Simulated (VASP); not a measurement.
Input of a VASP 6.6.1 run:

File INCAR:

```
  PREC = Accurate
  ENCUT = 520
  EDIFF = 1E-6
  ISMEAR = -1
  SIGMA = 0.05
  LREAL = Auto
  LASPH = T
  NELM = 80
  ALGO = Normal
  ISIF = 2
  LWAVE = F
  LCHARG = F
  GGA = PE
  NBANDS = 44
```

KPOINTS

```
Automatic mesh
0
Gamma
  1 1 1
```

The input POSCAR:

```
H13ClO6
1.0
    6.1357920000      0.0000000000      0.0000000000
    0.0000000000      6.1357920000      0.0000000000
    0.0000000000      0.0000000000      6.1357920000
O H Cl
6 13 1
Direct
    0.3571992010      0.5460908714      0.7922367642
    0.0460087304      0.0690049467      0.8034333628
    0.9672752923      0.7547354930      0.1388573798
    0.4729625776      0.1933572716      1.0022667000
    0.3027319049      0.9858222052      0.2798008798
    0.6067676349      1.0692507178      0.6177034684
    0.3450899248      0.6978235247      0.8191933494
    0.3111252793      0.4898797091      0.6407322804
    0.0911210810      0.2210635563      0.7442559982
   -0.0846019552      0.1194629805      0.8856558371
    0.9984367136      0.7325378696     -0.0188565714
    0.9550845270      0.6146394793      0.2131917118
    0.3845795294      0.3076538449      0.9339299637
    0.5073183706      0.1140684039      0.8372187323
    0.3865352672      1.0972340653      0.0906973378
    0.2050428046      0.8492465194      0.2783177787
    0.5311294777      0.9908419321      0.5058515673
    0.7070154921      1.1742086433      0.5688589183
    1.2074398871      0.1047460540      0.3103592821
    1.0031793777      0.3789404856      0.4551001729
```

Potentials or basis: VASP PAW PBE potentials, release 64 (O, H, Cl).

Run with:

```sh
$ cat potpaw_PBE.64/O/POTCAR potpaw_PBE.64/H/POTCAR potpaw_PBE.64/Cl/POTCAR > POTCAR
$ mpirun -np 1 vasp_gam > vasp.out
```

Question: Estimate the largest force.

Answer: 4.991 eV/Å.

Question: Predict the pressure.

Answer: 1.4 GPa.

Stress tensor (GPa, compression positive):
```
 2.04  0.58 -0.48
 0.58  2.28 -3.46
-0.48 -3.46 -0.08
```

Caveat: the k points lie up to 1.02 Å⁻¹ apart, too coarse for converged energies, forces and pressures; the atoms stand as in a frame of molecular dynamics.
